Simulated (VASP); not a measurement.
# KF (Fm-3m) in VASP: single point with PBE

Aim: the single point of KF with PBE.

All numbers are computed with VASP 6.6.1; they aren't measurements. Logs are shortened: lines on timing, memory, paths and dates and some standing lists are left out, and cuts for length are marked.

**1. The cell of the first run**

Symmetry: Fm-3m, No. 225, cubic system. Conventional cell: a = 5.421 Å, b = 5.421 Å, c = 5.421 Å, α = 90.00°, β = 90.00°, γ = 90.00°. Within 3.6 Å of K (site symmetry m-3m) lie 6 F at 2.71 Å. F (site symmetry m-3m) has 6 K at 2.71 Å within 3.6 Å.

**2. Single point, PBE**

Contents of INCAR:

```
SYSTEM = KF
PREC     = Accurate       ! precision mode
ENCUT    = 520            ! plane-wave cutoff, eV
EDIFF    = 1E-6           ! SCF threshold, eV
ISMEAR   = 0              ! smearing method
SIGMA    = 0.05           ! smearing width, eV
LREAL    = .False.        ! projectors in reciprocal space
LASPH    = .True.         ! aspherical terms in the spheres
NELM     = 100            ! most SCF steps
ALGO     = Normal         ! electronic algorithm
ISIF     = 2              ! what is computed and relaxed
LWAVE    = .False.        ! write WAVECAR
LCHARG   = .True.         ! write CHGCAR
GGA      = PE             ! functional
LELF     = .True.         ! ELF
LVHAR    = .True.       
NBANDS   = 15             ! bands
```

Contents of KPOINTS:

```
Automatic mesh
0
Gamma
  8 8 8
  0 0 0
```

Contents of POSCAR:

```
KF
1.0
    0.0000000000      2.7105354767      2.7105354767
    2.7105354767      0.0000000000      2.7105354767
    2.7105354767      2.7105354767      0.0000000000
K F
1 1
Direct
    0.0000000000      0.0000000000      0.0000000000
    0.5000000000      0.5000000000      0.5000000000
```

Potentials or basis: VASP PAW PBE potentials, release 64 (K_sv, F).

Launch:

```sh
$ cat potpaw_PBE.64/K_sv/POTCAR potpaw_PBE.64/F/POTCAR > POTCAR
$ mpirun -np 1 vasp_std > vasp.out
```

OUTCAR:

```text
SYSTEM = KF
   PREC = Accurate
   ENCUT = 520
   EDIFF = 1E-6
   ISMEAR = 0
   LREAL = .False.
   LASPH = .True.
   NELM = 100
   ISIF = 2
   GGA = PE

 ion  position               nearest neighbor table
   1  0.000  0.000  0.000-   2 2.71   2 2.71   2 2.71   2 2.71   2 2.71   2 2.71
   2  0.500  0.500  0.500-   1 2.71   1 2.71   1 2.71   1 2.71   1 2.71   1 2.71

  LATTYP: Found a face centered cubic cell.
 ALAT       =     5.4210709534

  Lattice vectors:

 A1 = (   0.0000000000,   2.7105354767,   2.7105354767)
 A2 = (   2.7105354767,   0.0000000000,   2.7105354767)
 A3 = (   2.7105354767,   2.7105354767,   0.0000000000)

Analysis of symmetry for initial positions (statically):
=====================================================================
 Subroutine PRICEL returns:
 Original cell was already a primitive cell.

 Routine SETGRP: Setting up the symmetry group for a
 face centered cubic supercell.

 Subroutine GETGRP returns: Found 48 space group operations
 (whereof 48 operations were pure point group operations)
 out of a pool of 48 trial point group operations.

The static configuration has the point symmetry O_h .

Analysis of symmetry for dynamics (positions and initial velocities):
=====================================================================
 Subroutine PRICEL returns:
 Original cell was already a primitive cell.

 Routine SETGRP: Setting up the symmetry group for a
 face centered cubic supercell.

 Subroutine GETGRP returns: Found 48 space group operations
 (whereof 48 operations were pure point group operations)
 out of a pool of 48 trial point group operations.

The dynamic configuration has the point symmetry O_h .

 Subroutine INISYM returns: Found 48 space group operations
 (whereof 48 operations are pure point group operations),
 and found     1 'primitive' translations

----------------------------------------------------------------------------------------

                                     Primitive cell

  volume of cell :      39.8286

  direct lattice vectors                    reciprocal lattice vectors
     0.000000000  2.710535477  2.710535477    -0.184465396  0.184465396  0.184465396
     2.710535477  0.000000000  2.710535477     0.184465396 -0.184465396  0.184465396
     2.710535477  2.710535477  0.000000000     0.184465396  0.184465396 -0.184465396

  length of vectors
     3.833276032  3.833276032  3.833276032     0.319503438  0.319503438  0.319503438

  position of ions in fractional coordinates (direct lattice)
     0.000000000  0.000000000  0.000000000
     0.500000000  0.500000000  0.500000000

[... 83 lines left out ...]
   ISYM   =      2    0-nonsym 1-usesym 2-fastsym
   POTIM  = 0.5000    time-step for ionic-motion
   TEBEG  =    0.0;   TEEND  =   0.0 temperature during run
   PSTRESS=    0.0 pullay stress
   NELECT =      16.0000    total number of electrons
   NUPDOWN=      -1.0000    fix difference up-down
   EMIN   =  10.00;   EMAX   =-10.00  energy-range for DOS
   EFERMI =   0.00;   METHOD = LEGACY
   ISMEAR =     0;   SIGMA  =   0.05  broadening in eV -4-tet -1-fermi 0-gaus
   EFERMI_NEDOS =   21; number of points for ismear=-14 and -15
   IALGO  =     38    algorithm
   IMIX   =      4    mixing-type and parameters
     AMIX     =   0.40;   BMIX     =  1.00
     AMIX_MAG =   1.60;   BMIX_MAG =  1.00
  volume/ion in A,a.u.               =      19.91       134.39
  Fermi-wavevector in a.u.,A,eV,Ry     =   1.207952  2.282699 19.852919  1.459148
  Thomas-Fermi vector in A             =   2.343574
   LORBIT       =      0    0 simple, 1 ext, 2 COOP (PROOUT), +10 PAW based schemes
   GGA     = PE    functional components
   LHFCALC =     F    Hartree Fock is set to
   AEXX    =    0.0000 exact exchange contribution
   IVDW    =     0    specifies the selected vdW correction
   LEPSILON=     F    determine dielectric tensor
   LRPA    =     F    only Hartree local field effects (RPA)
 non-spin polarized calculation
 Gauss-broadening in eV      SIGMA  =   0.05
  energy-cutoff  :      520.00
  volume of cell :       39.83
 maximum number of plane-waves:      1090
 NGX is ok and might be reduce to    30
   NGX = 15   NGY = 15   NGZ = 15

 number of electron      15.9999992 magnetization

 Free energy of the ion-electron system (eV)
  ---------------------------------------------------
  ext. energy  EPLUGINS =         0.00000000
  ---------------------------------------------------
  free energy    TOTEN  =        -8.29929582 eV

  energy without entropy =       -8.29929582  energy(sigma->0) =       -8.29929582

 E-fermi :  -2.6859     XC(G=0):  -8.2102

 val. band max:       -2.9151751747   @ k =   0.0000   0.0000   0.0000
 cond. band min:       3.0299955858   @ k =   0.0000   0.0000   0.0000
 fundamental gap:      5.9451707605
 Fermi energy:        -2.6859327845

 k-point     1 :       0.0000    0.0000    0.0000
  band No.  band energies     occupation
      1     -29.1754      2.00000
      2     -21.5488      2.00000
      3     -12.4551      2.00000
      4     -12.4551      2.00000
      5     -12.4551      2.00000
      6      -2.9152      2.00000
      7      -2.9152      2.00000
      8      -2.9152      2.00000
      9       3.0300      0.00000
     10       7.6419      0.00000
     11       7.6419      0.00000
     12       7.6419      0.00000
     13       9.2572      0.00000
     14       9.2572      0.00000
[... 401 lines left out ...]
      2     -21.5965      2.00000
      3     -12.7397      2.00000
      4     -12.6434      2.00000
      5     -12.5216      2.00000
      6      -3.4548      2.00000
      7      -3.1740      2.00000
      8      -3.1590      2.00000
      9       6.3094      0.00000
     10       6.9640      0.00000
     11       8.5190      0.00000
     12       9.5753      0.00000
     13      10.7738      0.00000
     14      11.7604      0.00000
     15      11.9174      0.00000

 [... further k-points ...]
[... 5 lines left out ...]
  --------------------------------------------------------------------------------------
  -------------------------------------------------------------------------------------
  Total        0.0018872      0.0018872      0.0018872      0.0000000      0.0000000      0.0000000
  in kB        0.0759169      0.0759169      0.0759169      0.0000000      0.0000000      0.0000000
  external PRESSURE =       0.0759169 kB  Pullay stress =       0.0000000 kB

 VOLUME and BASIS-vectors are now :
 -----------------------------------------------------------------------------
  energy-cutoff  :      520.00
  volume of cell :       39.83
      direct lattice vectors                 reciprocal lattice vectors
     0.000000000  2.710535477  2.710535477    -0.184465396  0.184465396  0.184465396
     2.710535477  0.000000000  2.710535477     0.184465396 -0.184465396  0.184465396
     2.710535477  2.710535477  0.000000000     0.184465396  0.184465396 -0.184465396

 POSITION                                       TOTAL-FORCE (eV/Angst)
 -----------------------------------------------------------------------------------
      0.00000      0.00000      0.00000        -0.000000      0.000000     -0.000000
      2.71054      2.71054      2.71054         0.000000     -0.000000      0.000000
 -----------------------------------------------------------------------------------
    total drift:                                0.000000      0.000000      0.000000

  FREE ENERGIE OF THE ION-ELECTRON SYSTEM (eV)
  ---------------------------------------------------
  free  energy   TOTEN  =        -8.2992958163 eV

  energy  without entropy=       -8.2992958163  energy(sigma->0) =       -8.29929582
```

OSZICAR:

```text
N       E                     dE             d eps       ncg     rms          rms(c)
DAV:   1     0.108908501659E+03    0.10891E+03   -0.80446E+03   870   0.102E+03
DAV:   2    -0.508878831737E+01   -0.11400E+03   -0.10424E+03  1151   0.284E+02
DAV:   3    -0.946171790310E+01   -0.43729E+01   -0.43557E+01  1138   0.491E+01
DAV:   4    -0.957549608735E+01   -0.11378E+00   -0.11375E+00  1202   0.724E+00
DAV:   5    -0.957651064046E+01   -0.10146E-02   -0.10146E-02  1134   0.628E-01    0.627E+00
DAV:   6    -0.833313330390E+01    0.12434E+01   -0.35872E+00   926   0.144E+01    0.379E+00
DAV:   7    -0.830216478769E+01    0.30969E-01   -0.65831E-02  1052   0.221E+00    0.212E+00
DAV:   8    -0.829691336753E+01    0.52514E-02   -0.53355E-02   989   0.225E+00    0.197E-01
DAV:   9    -0.829855747557E+01   -0.16441E-02   -0.37443E-03  1052   0.508E-01    0.122E-01
DAV:  10    -0.829916036593E+01   -0.60289E-03   -0.47295E-04   933   0.184E-01    0.645E-02
DAV:  11    -0.829929579863E+01   -0.13543E-03   -0.13141E-04   912   0.945E-02    0.188E-02
DAV:  12    -0.829929572279E+01    0.75842E-07   -0.11679E-05  1066   0.332E-02    0.424E-03
DAV:  13    -0.829929581633E+01   -0.93535E-07   -0.20890E-06   940   0.128E-02
   1 F= -.82992958E+01 E0= -.82992958E+01  d E =-.136983E-12
```

stdout:

```text
POSCAR found type information on POSCAR K F
 POSCAR found :  2 types and       2 ions
 scaLAPACK will be used
 LDA part: xc-table for (Slater+PW92), standard interpolation
 POSCAR, INCAR and KPOINTS ok, starting setup
 FFT: planning ... GRIDC
 FFT: planning ... GRID_SOFT
 FFT: planning ... GRID
 WAVECAR not read
 entering main loop
```

It took 11 s on 1 thread of Intel Xeon 6975P-C (Granite Rapids), shared host; peak memory 0.17 GiB.

What came out:

```
Free energy            : -8.2993 eV
Pressure               : 0.0 GPa
Band gap on the k mesh : 5.95 eV, direct
```

A k mesh can miss the band edges.
